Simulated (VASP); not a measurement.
# Co2Si (Cmmm) in VASP: notebook

Co2Si is run at these levels: PBE; tasks: single point, relaxation of cell and atoms.

All numbers are computed with VASP 6.6.1; they aren't measurements. Logs are shortened: lines on timing, memory, paths and dates and some standing lists are left out, and cuts for length are marked.

### Step 1. The cell of the first run

The structure is orthorhombic, space group Cmmm (No. 65). Conventional cell: a = 4.913 Å, b = 5.816 Å, c = 3.049 Å, α = 90.00°, β = 90.00°, γ = 90.00°. Within 2.5 Å of Co (site symmetry 2/m) lie 2 Si at 1.90 Å and 2 Co at 2.46 Å. Si (site symmetry mmm) has 4 Co at 1.90 Å within 2.5 Å.

### Step 2. Single point, PBE, collinear spin, ferromagnetic start

The input, INCAR:

```
SYSTEM = Co2Si
ALGO = Fast ; EDIFF = 1E-6
ENCUT = 520 ; GGA = PE
ISIF = 2 ; ISMEAR = 0
ISPIN = 2 ; LASPH = .TRUE.
LCHARG = .FALSE. ; LMAXMIX = 4
LORBIT = 11 ; LREAL = .FALSE.
LWAVE = .FALSE. ; MAGMOM = 3 3 0
NBANDS = 22 ; NELM = 150
PREC = Accurate ; SIGMA = 0.1
```

The input, KPOINTS:

```
k-points
0
G
  4 4 6
  0 0 0
```

The input, POSCAR:

```
Co2Si
1.0
    2.4562611900     -2.9082432600      0.0000000000
    2.4562611900      2.9082432600      0.0000000000
    0.0000000000      0.0000000000      3.0489513400
Co Si
2 1
Direct
    0.0000000000      0.5000000000      0.5000000000
    0.5000000000      0.0000000000      0.5000000000
    0.5000000000      0.5000000000      0.5000000000
```

Potentials or basis: VASP PAW PBE potentials, release 64 (Co, Si).

Started as:

```sh
$ cat potpaw_PBE.64/Co/POTCAR potpaw_PBE.64/Si/POTCAR > POTCAR
$ mpirun -np 1 vasp_std > vasp.out
```

OUTCAR:

```text
SYSTEM = Co2Si
   EDIFF = 1E-6
   ENCUT = 520
   GGA = PE
   ISIF = 2
   ISMEAR = 0
   ISPIN = 2
   LASPH = .TRUE.
   LORBIT = 11
   LREAL = .FALSE.
   NELM = 150
   PREC = Accurate

 ion  position               nearest neighbor table
   1  0.000  0.500  0.500-   3 1.90   3 1.90   2 2.46   2 2.46   2 2.91   2 2.91
   2  0.500  0.000  0.500-   3 1.90   3 1.90   1 2.46   1 2.46   1 2.91   1 2.91
   3  0.500  0.500  0.500-   1 1.90   2 1.90   2 1.90   1 1.90

  LATTYP: Found a base centered orthorhombic cell.
 ALAT       =     4.9125223800
 B/A-ratio  =     1.1840122182
 C/A-ratio  =     0.6206488448

  Lattice vectors:

 A1 = (   2.4562611900,  -2.9082432600,   0.0000000000)
 A2 = (   2.4562611900,   2.9082432600,   0.0000000000)
 A3 = (   0.0000000000,   0.0000000000,   3.0489513400)

Analysis of symmetry for initial positions (statically):
=====================================================================
 Subroutine PRICEL returns:
 Original cell was already a primitive cell.

 Routine SETGRP: Setting up the symmetry group for a
 base centered orthorhombic supercell.

 Subroutine GETGRP returns: Found  8 space group operations
 (whereof  8 operations were pure point group operations)
 out of a pool of  8 trial point group operations.

The static configuration has the point symmetry D_2h.

Analysis of symmetry for dynamics (positions and initial velocities):
=====================================================================
 Subroutine PRICEL returns:
 Original cell was already a primitive cell.

 Routine SETGRP: Setting up the symmetry group for a
 base centered orthorhombic supercell.

 Subroutine GETGRP returns: Found  8 space group operations
 (whereof  8 operations were pure point group operations)
 out of a pool of  8 trial point group operations.

The dynamic configuration has the point symmetry D_2h.

Analysis of structural, dynamic, and magnetic symmetry:
=====================================================================
 Subroutine PRICEL returns:
 Original cell was already a primitive cell.

 Routine SETGRP: Setting up the symmetry group for a
 base centered orthorhombic supercell.

 Subroutine GETGRP returns: Found  8 space group operations
 (whereof  8 operations were pure point group operations)
 out of a pool of  8 trial point group operations.

The overall configuration has the point symmetry D_2h.

 Subroutine INISYM returns: Found  8 space group operations
 (whereof  8 operations are pure point group operations),
 and found     1 'primitive' translations

----------------------------------------------------------------------------------------

                                     Primitive cell

  volume of cell :      43.5598

  direct lattice vectors                    reciprocal lattice vectors
     2.456261190 -2.908243260  0.000000000     0.203561414 -0.171925095  0.000000000
     2.456261190  2.908243260  0.000000000     0.203561414  0.171925095  0.000000000
     0.000000000  0.000000000  3.048951340     0.000000000  0.000000000  0.327981620

  length of vectors
     3.806717470  3.806717470  3.048951340     0.266449784  0.266449784  0.327981620

  position of ions in fractional coordinates (direct lattice)
     0.000000000  0.500000000  0.500000000
     0.500000000  0.000000000  0.500000000
     0.500000000  0.500000000  0.500000000

  ion indices of the primitive-cell ions
   primitive index   ion index
                 1           1
                 2           2
                 3           3

----------------------------------------------------------------------------------------

 KPOINTS: k-points

Automatic generation of k-mesh.
 Grid dimensions read from file:
 generate k-points for:    4    4    6

 Generating k-lattice:

  Cartesian coordinates                     Fractional coordinates (reciprocal lattice)
     0.050890353 -0.042981274  0.000000000     0.250000000  0.000000000  0.000000000
     0.050890353  0.042981274  0.000000000     0.000000000  0.250000000  0.000000000
     0.000000000  0.000000000  0.054663603     0.000000000  0.000000000  0.166666667

  Length of vectors
     0.066612446  0.066612446  0.054663603

  Shift w.r.t. Gamma in fractional coordinates (k-lattice)
     0.000000000  0.000000000  0.000000000

 Subroutine IBZKPT returns following result:
 ===========================================

 Found     28 irreducible k-points:

 Following reciprocal coordinates:
            Coordinates               Weight
  0.000000  0.000000  0.000000      1.000000
  0.250000  0.000000  0.000000      4.000000
  0.500000  0.000000  0.000000      2.000000
  0.250000  0.250000  0.000000      2.000000
  0.500000  0.250000  0.000000      4.000000
 -0.250000  0.250000  0.000000      2.000000
[... 16 lines left out ...]
  0.250000  0.000000  0.500000      4.000000
  0.500000  0.000000  0.500000      2.000000
 [... further k-points ...]
   k-points           NKPTS =     28   k-points in BZ     NKDIM =     28   number of bands    NBANDS=     22
   number of dos      NEDOS =    301   number of ions     NIONS =      3
   total plane-waves  NPLWV =  18816
   dimension x,y,z NGX =    28 NGY =   28 NGZ =   24
   dimension x,y,z NGXF=    56 NGYF=   56 NGZF=   48
   ions per type =               2   1
   NGX,Y,Z   is equivalent  to a cutoff of  12.23, 12.23, 13.09 a.u.
   NGXF,Y,Z  is equivalent  to a cutoff of  24.46, 24.46, 26.17 a.u.
 SYSTEM =  Co2Si
   PREC   = accura    normal or accurate (medium, high low for compatibility)
   ISTART =      0    job   : 0-new  1-cont  2-samecut
   ICHARG =      2    charge: 1-file 2-atom 10-const
   ISPIN  =      2    spin polarized calculation?
   LNONCOLLINEAR =      F non collinear calculations
   LSORBIT =      F    spin-orbit coupling
   LASPH  =      T    aspherical Exc in radial PAW
   ENCUT  =  520.0 eV  38.22 Ry    6.18 a.u.   7.08  7.08  5.67*2*pi/ulx,y,z
   NELM   =    150;   NELMIN=  2; NELMDL= -5     # of ELM steps
   EDIFF  = 0.1E-05   stopping-criterion for ELM
   LREAL  =      F    real-space projection
   EDIFFG = 0.1E-04   stopping-criterion for IOM
   NSW    =      0    number of steps for IOM
   IBRION =     -1    ionic relax: 0-MD 1-quasi-New 2-CG
   NFREE  =      0    steps in history (QN), initial steepest desc. (CG)
   ISIF   =      2    stress and relaxation
   ISYM   =      2    0-nonsym 1-usesym 2-fastsym
   POTIM  = 0.5000    time-step for ionic-motion
   TEBEG  =    0.0;   TEEND  =   0.0 temperature during run
   PSTRESS=    0.0 pullay stress
   NELECT =      22.0000    total number of electrons
   NUPDOWN=      -1.0000    fix difference up-down
   EMIN   =  10.00;   EMAX   =-10.00  energy-range for DOS
   EFERMI =   0.00;   METHOD = LEGACY
   ISMEAR =     0;   SIGMA  =   0.10  broadening in eV -4-tet -1-fermi 0-gaus
   EFERMI_NEDOS =   21; number of points for ismear=-14 and -15
   IALGO  =     68    algorithm
   IMIX   =      4    mixing-type and parameters
     AMIX     =   0.40;   BMIX     =  1.00
     AMIX_MAG =   1.60;   BMIX_MAG =  1.00
  volume/ion in A,a.u.               =      14.52        97.99
  Fermi-wavevector in a.u.,A,eV,Ry     =   1.303728  2.463689 23.125929  1.699708
  Thomas-Fermi vector in A             =   2.434711
   LORBIT       =     11    0 simple, 1 ext, 2 COOP (PROOUT), +10 PAW based schemes
   GGA     = PE    functional components
   LHFCALC =     F    Hartree Fock is set to
   AEXX    =    0.0000 exact exchange contribution
   IVDW    =     0    specifies the selected vdW correction
   LEPSILON=     F    determine dielectric tensor
   LRPA    =     F    only Hartree local field effects (RPA)
 spin polarized calculation
 RMM-DIIS sequential band-by-band and
 Gauss-broadening in eV      SIGMA  =   0.10
  energy-cutoff  :      520.00
  volume of cell :       43.56
 maximum number of plane-waves:      1196
   NGX = 15   NGY = 15   NGZ = 11

 number of electron      21.9999989 magnetization       1.7770923

 Free energy of the ion-electron system (eV)
  ---------------------------------------------------
  ext. energy  EPLUGINS =         0.00000000
  ---------------------------------------------------
  free energy    TOTEN  =       -13.94100992 eV

  energy without entropy =      -13.92443107  energy(sigma->0) =      -13.93272049

 E-fermi :   6.8478     XC(G=0): -11.1062

 val. band max:        6.8395593851   @ k =   0.2500   0.2500   0.1667
 cond. band min:       6.8551323777   @ k =   0.5000   0.5000   0.1667
 fundamental gap:      0.0155729926
 Fermi energy:         6.8477556496

 spin component 1

 k-point     1 :       0.0000    0.0000    0.0000
  band No.  band energies     occupation
      1      -3.8711      1.00000
      2       2.9785      1.00000
      3       3.1838      1.00000
      4       4.2749      1.00000
      5       4.4244      1.00000
      6       4.7449      1.00000
[... 14 lines left out ...]
     21      22.8813      0.00000
     22      23.3251      0.00000
[... 552 lines left out ...]
  band No.  band energies     occupation
      1      -0.7622      1.00000
      2       2.1295      1.00000
      3       2.3477      1.00000
      4       3.9153      1.00000
      5       4.2137      1.00000
      6       4.4424      1.00000
[... 14 lines left out ...]
     21      20.0188      0.00000
     22      21.1376      0.00000

 [... further k-points ...]

 spin component 2

 k-point     1 :       0.0000    0.0000    0.0000
  band No.  band energies     occupation
      1      -3.8576      1.00000
      2       3.4655      1.00000
      3       3.6768      1.00000
      4       5.0625      1.00000
      5       5.2853      1.00000
      6       5.5047      1.00000
[... 14 lines left out ...]
     21      23.0169      0.00000
     22      23.3781      0.00000
[... 552 lines left out ...]
  band No.  band energies     occupation
      1      -0.6894      1.00000
      2       2.2735      1.00000
      3       2.6590      1.00000
      4       4.3932      1.00000
      5       4.8724      1.00000
      6       5.0549      1.00000
[... 14 lines left out ...]
     21      19.9749      0.00000
     22      21.2743      0.00000

 [... further k-points ...]

------------------------ aborting loop because EDIFF is reached ----------------------------------------

  FORCE on cell =-STRESS in cart. coord.  units (eV):
  Direction    XX          YY          ZZ          XY          YZ          ZX
  --------------------------------------------------------------------------------------
  -------------------------------------------------------------------------------------
  Total       18.3913049     21.8341892     -4.7350413      0.0000000      0.0000000      0.0000000
  in kB      676.4525844    803.0856887   -174.1600677      0.0000000      0.0000000      0.0000000
  external PRESSURE =     435.1260685 kB  Pullay stress =       0.0000000 kB

 VOLUME and BASIS-vectors are now :
 -----------------------------------------------------------------------------
  energy-cutoff  :      520.00
  volume of cell :       43.56
      direct lattice vectors                 reciprocal lattice vectors
     2.456261190 -2.908243260  0.000000000     0.203561414 -0.171925095  0.000000000
     2.456261190  2.908243260  0.000000000     0.203561414  0.171925095  0.000000000
     0.000000000  0.000000000  3.048951340     0.000000000  0.000000000  0.327981620

 POSITION                                       TOTAL-FORCE (eV/Angst)
 -----------------------------------------------------------------------------------
      1.22813      1.45412      1.52448        -0.000000      0.000000      0.000000
      1.22813     -1.45412      1.52448        -0.000000      0.000000      0.000000
      2.45626      0.00000      1.52448         0.000000      0.000000      0.000000
 -----------------------------------------------------------------------------------
    total drift:                               -0.000000     -0.000000      0.000000

  FREE ENERGIE OF THE ION-ELECTRON SYSTEM (eV)
  ---------------------------------------------------
  free  energy   TOTEN  =       -13.9410099189 eV

  energy  without entropy=      -13.9244310659  energy(sigma->0) =      -13.93272049

 total charge

# of ion       s       p       d       tot
------------------------------------------
    1        0.516   0.530   7.587   8.633
    2        0.516   0.530   7.587   8.633
    3        0.929   1.072   0.000   2.001
--------------------------------------------------
tot          1.960   2.131  15.175  19.266

 magnetization (x)

# of ion       s       p       d       tot
------------------------------------------
    1        0.005  -0.008   0.931   0.928
    2        0.005  -0.008   0.931   0.928
    3       -0.003  -0.038   0.000  -0.041
--------------------------------------------------
tot          0.008  -0.055   1.862   1.815
```

Run time: 43 s. Hardware: 1 thread of Intel Xeon Platinum 8488C (Sapphire Rapids), shared host; peak memory 0.18 GiB.

What came out:

```
Free energy                                           : -13.9410 eV
Pressure                                              : 43.5 GPa
Net moment                                            : 1.78 μB per cell
Site moments                                          : Co +0.93; Si -0.04 μB
Valence electrons inside the program's atomic spheres : Co 8.63; Si 2.00
```

Caveat: the k points lie up to 0.42 Å⁻¹ apart.

(Part 1 of 2 ends here.)
